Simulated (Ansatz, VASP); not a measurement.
# Two plane-wave programs on Ge

File INCAR:

```
SYSTEM = Ge
  ALGO = Normal
  EDIFF = 1E-6
  ENCUT = 520
  GGA = PE
  ISIF = 2
  ISMEAR = 0
  LASPH = .True.
  LCHARG = .False.
  LREAL = .False.
  LWAVE = .False.
  NBANDS = 28
  NELM = 100
  PREC = Accurate
  SIGMA = 0.1
```

Contents of KPOINTS:

```
k-points
0
Gamma
  6 6 6
  0 0 0
```

File POSCAR:

```
Ge
1.0
    1.6817192674      0.9709410717      8.1276436956
   -1.6817192674      0.9709410717      8.1276436956
    0.0000000000     -1.9418821435      8.1276436956
Ge
3
Direct
    0.0000000000      0.0000000000      0.0000000000
    0.2222200000      0.2222200000      0.2222200000
    0.7777800000      0.7777800000      0.7777800000
```

Input for Ansatz:

```yaml
crystal:
  lattice:
    - [1.6817192674, 0.9709410717, 8.1276436956]
    - [-1.6817192674, 0.9709410717, 8.1276436956]
    - [0.0, -1.9418821435, 8.1276436956]
  atoms:
    - { symbol: Ge, position: [0.0, 0.0, 0.0] }
    - { symbol: Ge, position: [0.22222, 0.22222, 0.22222] }
    - { symbol: Ge, position: [0.77778, 0.77778, 0.77778] }
basis:
  ecutwfc: 420
kpoints:
  mp_grid: { grid: [6, 6, 6] }
hamiltonian:
  xc: pbe
scf:
  occupations: { method: gaussian, width: 0.1 }
  lower_state_search: "off"
output:
  forces: true
  stress: true
  eigenvalues: true
```

Alike in both runs: task single point; functional PBE; k mesh 6 × 6 × 6; occupations gaussian, width 0.1 eV; no spin polarisation.

|  | VASP | Ansatz |
| --- | --- | --- |
| version | VASP 6.6.1 | Ansatz 0.2.0 |
| potentials or method | VASP PAW PBE potentials, release 64 (Ge_d), cutoff 520 eV | scalar-relativistic, plane waves, PAW |
| valence electrons in the cell | 42 | 42 |

|  | VASP | Ansatz | Ansatz less VASP |
| --- | --- | --- | --- |
| gap on the k mesh at the Fermi level (eV) | none | none | - |
| pressure (GPa) | -9.5 | -9.5 | +0.02 |
| rms of the force components (eV/Å) | 0.121 | 0.120 | -0.0003 |

Atom by atom the forces differ by 0.000 eV/Å (rms over components). A gap of «none» marks a metal or a gap that the smearing closes.

The k mesh is coarse, so the values compare programs but aren't converged.
